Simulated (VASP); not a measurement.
# GaN (P6_3mc) in VASP: relaxation of the atoms with PBE

Aim: the relaxation of the atoms of GaN with PBE.

All numbers are computed with VASP 6.6.1; they aren't measurements. Logs are shortened: lines on timing, memory, paths and dates and some standing lists are left out, and cuts for length are marked.

## (1) The cell of the first run

Symmetry: P6_3mc, No. 186, hexagonal system. The conventional cell has a = 3.180 Å, b = 3.180 Å, c = 5.166 Å, α = 90.00°, β = 90.00°, γ = 120.00°. Ga (site symmetry 3m) has 4 N at 1.94 to 1.95 Å within 2.6 Å. N (site symmetry 3m) has 4 Ga at 1.94 to 1.95 Å within 2.6 Å.

## (2) Relaxation of the atoms, PBE

The input, INCAR:

```
SYSTEM = GaN
ALGO = Normal ; EDIFF = 1E-6
EDIFFG = -0.01 ; ENCUT = 520
GGA = PE ; IBRION = 2
ISIF = 2 ; ISMEAR = 0
LASPH = .True. ; LCHARG = .False.
LREAL = .False. ; LWAVE = .False.
NELM = 100 ; NSW = 60
PREC = Accurate ; SIGMA = 0.05
```

The input, KPOINTS:

```
k-points
0
Gamma
  10 10 6
  0 0 0
```

The input, POSCAR:

```
GaN
1.0
    3.1800000000      0.0000000000      0.0000000000
   -1.5900000000      2.7539607840      0.0000000000
    0.0000000000      0.0000000000      5.1660000000
Ga N
2 2
Direct
    0.3333333333      0.6666666667     -0.0008677886
    0.6666666667      0.3333333333      0.4991322114
    0.3333333333      0.6666666667      0.3758677886
    0.6666666667      0.3333333333      0.8758677886
```

Potentials or basis: VASP PAW PBE potentials, release 64 (Ga_d, N).

Command:

```bash
$ cat potpaw_PBE.64/Ga_d/POTCAR potpaw_PBE.64/N/POTCAR > POTCAR
$ mpirun -np 1 vasp_std > vasp.out
```

OUTCAR:

```text
SYSTEM = GaN
   EDIFF = 1E-6
   EDIFFG = -0.01
   ENCUT = 520
   GGA = PE
   IBRION = 2
   ISIF = 2
   ISMEAR = 0
   LASPH = .True.
   LREAL = .False.
   NELM = 100
   NSW = 60
   PREC = Accurate

 ion  position               nearest neighbor table
   1  0.333  0.667  0.999-   4 1.94   4 1.94   4 1.94   3 1.95
   2  0.667  0.333  0.499-   3 1.94   3 1.94   3 1.94   4 1.95
   3  0.333  0.667  0.376-   2 1.94   2 1.94   2 1.94   1 1.95
   4  0.667  0.333  0.876-   1 1.94   1 1.94   1 1.94   2 1.95

  LATTYP: Found a hexagonal cell.
 ALAT       =     3.1800000000
 C/A-ratio  =     1.6245283019

  Lattice vectors:

 A1 = (   3.1800000000,   0.0000000000,   0.0000000000)
 A2 = (  -1.5900000000,   2.7539607840,   0.0000000000)
 A3 = (   0.0000000000,   0.0000000000,   5.1660000000)

Analysis of symmetry for initial positions (statically):
=====================================================================
 Subroutine PRICEL returns:
 Original cell was already a primitive cell.

 Routine SETGRP: Setting up the symmetry group for a
 hexagonal supercell.

 Subroutine GETGRP returns: Found 12 space group operations
 (whereof  6 operations were pure point group operations)
 out of a pool of 24 trial point group operations.

The static configuration has the point symmetry C_3v.
 The point group associated with its full space group is C_6v.

Analysis of symmetry for dynamics (positions and initial velocities):
=====================================================================
 Subroutine PRICEL returns:
 Original cell was already a primitive cell.

 Routine SETGRP: Setting up the symmetry group for a
 hexagonal supercell.

 Subroutine GETGRP returns: Found 12 space group operations
 (whereof  6 operations were pure point group operations)
 out of a pool of 24 trial point group operations.

The dynamic configuration has the point symmetry C_3v.
 The point group associated with its full space group is C_6v.

 Subroutine INISYM returns: Found 12 space group operations
 (whereof  6 operations are pure point group operations),
 and found     1 'primitive' translations

----------------------------------------------------------------------------------------

                                     Primitive cell

  volume of cell :      45.2417

  direct lattice vectors                    reciprocal lattice vectors
     3.180000000  0.000000000  0.000000000     0.314465409  0.181556688  0.000000000
    -1.590000000  2.753960784  0.000000000     0.000000000  0.363113377  0.000000000
     0.000000000  0.000000000  5.166000000     0.000000000  0.000000000  0.193573364

  length of vectors
     3.180000000  3.180000000  5.166000000     0.363113377  0.363113377  0.193573364

  position of ions in fractional coordinates (direct lattice)
     0.333333333  0.666666667  0.999132211
     0.666666667  0.333333333  0.499132211
     0.333333333  0.666666667  0.375867789
     0.666666667  0.333333333  0.875867789

  ion indices of the primitive-cell ions
   primitive index   ion index
                 1           1
                 2           2
                 3           3
                 4           4

----------------------------------------------------------------------------------------

 KPOINTS: k-points

Automatic generation of k-mesh.
 Grid dimensions read from file:
 generate k-points for:   10   10    6

 Generating k-lattice:

  Cartesian coordinates                     Fractional coordinates (reciprocal lattice)
     0.031446541  0.018155669  0.000000000     0.100000000 -0.000000000  0.000000000
     0.000000000  0.036311338  0.000000000     0.000000000  0.100000000  0.000000000
     0.000000000  0.000000000  0.032262227     0.000000000  0.000000000  0.166666667

  Length of vectors
     0.036311338  0.036311338  0.032262227

  Shift w.r.t. Gamma in fractional coordinates (k-lattice)
     0.000000000  0.000000000  0.000000000

 Subroutine IBZKPT returns following result:
 ===========================================

 Found     56 irreducible k-points:

 Following reciprocal coordinates:
            Coordinates               Weight
  0.000000  0.000000  0.000000      1.000000
  0.100000  0.000000  0.000000      6.000000
  0.200000  0.000000  0.000000      6.000000
  0.300000  0.000000  0.000000      6.000000
  0.400000  0.000000  0.000000      6.000000
  0.500000  0.000000  0.000000      3.000000
[... 16 lines left out ...]
  0.300000  0.100000  0.166667     24.000000
  0.400000  0.100000  0.166667     24.000000
 [... further k-points ...]
   k-points           NKPTS =     56   k-points in BZ     NKDIM =     56   number of bands    NBANDS=     22
   number of dos      NEDOS =    301   number of ions     NIONS =      4
   total plane-waves  NPLWV =  23040
   dimension x,y,z NGX =    24 NGY =   24 NGZ =   40
   dimension x,y,z NGXF=    48 NGYF=   48 NGZF=   80
   ions per type =               2   2
   NGX,Y,Z   is equivalent  to a cutoff of  12.55, 12.55, 12.87 a.u.
   NGXF,Y,Z  is equivalent  to a cutoff of  25.09, 25.09, 25.74 a.u.
 SYSTEM =  GaN
   PREC   = accura    normal or accurate (medium, high low for compatibility)
   ISTART =      0    job   : 0-new  1-cont  2-samecut
   ICHARG =      2    charge: 1-file 2-atom 10-const
   ISPIN  =      1    spin polarized calculation?
   LNONCOLLINEAR =      F non collinear calculations
   LSORBIT =      F    spin-orbit coupling
   LASPH  =      T    aspherical Exc in radial PAW
   ENCUT  =  520.0 eV  38.22 Ry    6.18 a.u.   5.91  5.91  9.61*2*pi/ulx,y,z
   NELM   =    100;   NELMIN=  2; NELMDL= -5     # of ELM steps
   EDIFF  = 0.1E-05   stopping-criterion for ELM
   LREAL  =      F    real-space projection
   EDIFFG = -.1E-01   stopping-criterion for IOM
   NSW    =     60    number of steps for IOM
   IBRION =      2    ionic relax: 0-MD 1-quasi-New 2-CG
   NFREE  =      1    steps in history (QN), initial steepest desc. (CG)
   ISIF   =      2    stress and relaxation
   ISYM   =      2    0-nonsym 1-usesym 2-fastsym
   POTIM  = 0.5000    time-step for ionic-motion
   TEBEG  =    0.0;   TEEND  =   0.0 temperature during run
   PSTRESS=    0.0 pullay stress
   NELECT =      36.0000    total number of electrons
   NUPDOWN=      -1.0000    fix difference up-down
   EMIN   =  10.00;   EMAX   =-10.00  energy-range for DOS
   EFERMI =   0.00;   METHOD = LEGACY
   ISMEAR =     0;   SIGMA  =   0.05  broadening in eV -4-tet -1-fermi 0-gaus
   EFERMI_NEDOS =   21; number of points for ismear=-14 and -15
   IALGO  =     38    algorithm
   IMIX   =      4    mixing-type and parameters
     AMIX     =   0.40;   BMIX     =  1.00
     AMIX_MAG =   1.60;   BMIX_MAG =  1.00
  volume/ion in A,a.u.               =      11.31        76.33
  Fermi-wavevector in a.u.,A,eV,Ry     =   1.517036  2.866782 31.312427  2.301398
  Thomas-Fermi vector in A             =   2.626345
   LORBIT       =      0    0 simple, 1 ext, 2 COOP (PROOUT), +10 PAW based schemes
   GGA     = PE    functional components
   LHFCALC =     F    Hartree Fock is set to
   AEXX    =    0.0000 exact exchange contribution
   IVDW    =     0    specifies the selected vdW correction
   LEPSILON=     F    determine dielectric tensor
   LRPA    =     F    only Hartree local field effects (RPA)
 conjugate gradient relaxation of ions
 non-spin polarized calculation
 Gauss-broadening in eV      SIGMA  =   0.05
  energy-cutoff  :      520.00
  volume of cell :       45.24
 maximum number of plane-waves:      1240
 NGX is ok and might be reduce to    24
   NGX = 11   NGY = 11   NGZ = 19

--------------------------------------- Ionic step        1  -------------------------------------------

 number of electron      36.0000002 magnetization

 Free energy of the ion-electron system (eV)
  ---------------------------------------------------
  ext. energy  EPLUGINS =         0.00000000
  ---------------------------------------------------
  free energy    TOTEN  =       -24.28646823 eV

  energy without entropy =      -24.28646823  energy(sigma->0) =      -24.28646823

------------------------ aborting loop because EDIFF is reached ----------------------------------------

  FORCE on cell =-STRESS in cart. coord.  units (eV):
  Direction    XX          YY          ZZ          XY          YZ          ZX
  --------------------------------------------------------------------------------------
  -------------------------------------------------------------------------------------
  Total        1.9618029      1.9618029      2.2708876      0.0000000      0.0000000      0.0000000
  in kB       69.4746987     69.4746987     80.4205345      0.0000000      0.0000000      0.0000000
  external PRESSURE =      73.1233106 kB  Pullay stress =       0.0000000 kB

 VOLUME and BASIS-vectors are now :
 -----------------------------------------------------------------------------
  energy-cutoff  :      520.00
  volume of cell :       45.24
      direct lattice vectors                 reciprocal lattice vectors
     3.180000000  0.000000000  0.000000000     0.314465409  0.181556688  0.000000000
    -1.590000000  2.753960784  0.000000000     0.000000000  0.363113377  0.000000000
     0.000000000  0.000000000  5.166000000     0.000000000  0.000000000  0.193573364

 POSITION                                       TOTAL-FORCE (eV/Angst)
 -----------------------------------------------------------------------------------
     -0.00000      1.83597      5.16152        -0.000000     -0.000000     -0.023304
      1.59000      0.91799      2.57852         0.000000      0.000000     -0.023304
     -0.00000      1.83597      1.94173        -0.000000     -0.000000      0.023304
      1.59000      0.91799      4.52473         0.000000     -0.000000      0.023304
 -----------------------------------------------------------------------------------
    total drift:                               -0.000001     -0.000001     -0.000431

  FREE ENERGIE OF THE ION-ELECTRON SYSTEM (eV)
  ---------------------------------------------------
  free  energy   TOTEN  =       -24.2864682295 eV

  energy  without entropy=      -24.2864682295  energy(sigma->0) =      -24.28646823

--------------------------------------- Ionic step        2  -------------------------------------------

 number of electron      36.0000002 magnetization

 Free energy of the ion-electron system (eV)
  ---------------------------------------------------
  ext. energy  EPLUGINS =         0.00000000
  ---------------------------------------------------
  free energy    TOTEN  =       -24.28651196 eV

  energy without entropy =      -24.28651196  energy(sigma->0) =      -24.28651196

 E-fermi :   5.6239     XC(G=0): -11.7220

 val. band max:        5.4209500505   @ k =   0.0000   0.0000   0.0000
 cond. band min:       7.4076030136   @ k =   0.0000   0.0000   0.0000
 fundamental gap:      1.9866529630
 Fermi energy:         5.6238632292

 k-point     1 :       0.0000    0.0000    0.0000
  band No.  band energies     occupation
      1     -10.6378      2.00000
      2      -9.6837      2.00000
      3      -8.0188      2.00000
      4      -8.0042      2.00000
      5      -8.0042      2.00000
      6      -7.9407      2.00000
[... 14 lines left out ...]
     21      14.6967      0.00000
     22      15.3536      0.00000

 k-point     2 :       0.1000    0.0000    0.0000
  band No.  band energies     occupation
      1     -10.5383      2.00000
      2      -9.6576      2.00000
      3      -8.0093      2.00000
      4      -7.9896      2.00000
      5      -7.9725      2.00000
      6      -7.9291      2.00000
[... 14 lines left out ...]
     21      14.3714      0.00000
     22      14.7489      0.00000
[... 523 lines left out ...]
     21      12.3564      0.00000
     22      13.7180      0.00000

 k-point    24 :       0.4000    0.1000    0.1667
  band No.  band energies     occupation
      1      -9.6666      2.00000
      2      -9.5101      2.00000
      3      -7.9542      2.00000
      4      -7.9207      2.00000
      5      -7.8345      2.00000
      6      -7.7935      2.00000
[... 14 lines left out ...]
     21      12.4898      0.00000
     22      13.6542      0.00000

 [... further k-points ...]

------------------------ aborting loop because EDIFF is reached ----------------------------------------

  FORCE on cell =-STRESS in cart. coord.  units (eV):
  Direction    XX          YY          ZZ          XY          YZ          ZX
  --------------------------------------------------------------------------------------
  -------------------------------------------------------------------------------------
  Total        1.9897817      1.9897817      2.2230095      0.0000000     -0.0000000     -0.0000000
  in kB       70.4655331     70.4655331     78.7249908      0.0000000     -0.0000000     -0.0000000
  external PRESSURE =      73.2186856 kB  Pullay stress =       0.0000000 kB

 VOLUME and BASIS-vectors are now :
 -----------------------------------------------------------------------------
  energy-cutoff  :      520.00
  volume of cell :       45.24
      direct lattice vectors                 reciprocal lattice vectors
     3.180000000  0.000000000  0.000000000     0.314465409  0.181556688  0.000000000
    -1.590000000  2.753960784  0.000000000     0.000000000  0.363113377  0.000000000
     0.000000000  0.000000000  5.166000000     0.000000000  0.000000000  0.193573364

 POSITION                                       TOTAL-FORCE (eV/Angst)
 -----------------------------------------------------------------------------------
     -0.00000      1.83597      5.16039         0.000000     -0.000000      0.004126
      1.59000      0.91799      2.57739        -0.000000      0.000000      0.004126
     -0.00000      1.83597      1.94286         0.000000      0.000000     -0.004126
      1.59000      0.91799      4.52586        -0.000000      0.000000     -0.004126
 -----------------------------------------------------------------------------------
    total drift:                               -0.000001     -0.000001     -0.000367

  FREE ENERGIE OF THE ION-ELECTRON SYSTEM (eV)
  ---------------------------------------------------
  free  energy   TOTEN  =       -24.2865119606 eV

  energy  without entropy=      -24.2865119606  energy(sigma->0) =      -24.28651196

 reached required accuracy - stopping structural energy minimisation
```

It took 35 s on 1 thread of Intel Xeon 6975P-C (Granite Rapids), shared host; peak memory 0.19 GiB.

What came out:

- Free energy: -24.2865 eV
- Energy gained by relaxing: 0.0 meV/atom
- Ionic steps: 2
- Pressure after relaxing: 7.3 GPa
- Largest force after relaxing: 0.004 eV/Å
- Band gap on the k mesh: 1.99 eV

Forces on the atoms (eV/Å):
```
Ga   0.000  0.000  0.004
Ga   0.000  0.000  0.004
N    0.000  0.000 -0.004
N    0.000  0.000 -0.004
```

Final structure:
```cif
data_structure
_symmetry_space_group_name_H-M 'P 1'
_symmetry_Int_Tables_number 1
_cell_length_a 3.1800
_cell_length_b 3.1800
_cell_length_c 5.1660
_cell_angle_alpha 90.000
_cell_angle_beta 90.000
_cell_angle_gamma 120.000
_cell_volume 45.24
loop_
_atom_site_label
_atom_site_type_symbol
_atom_site_fract_x
_atom_site_fract_y
_atom_site_fract_z
_atom_site_occupancy
Ga1 Ga 0.33333 0.66667 0.99891 1
Ga2 Ga 0.66667 0.33333 0.49891 1
N1 N 0.33333 0.66667 0.37609 1
N2 N 0.66667 0.33333 0.87609 1
```
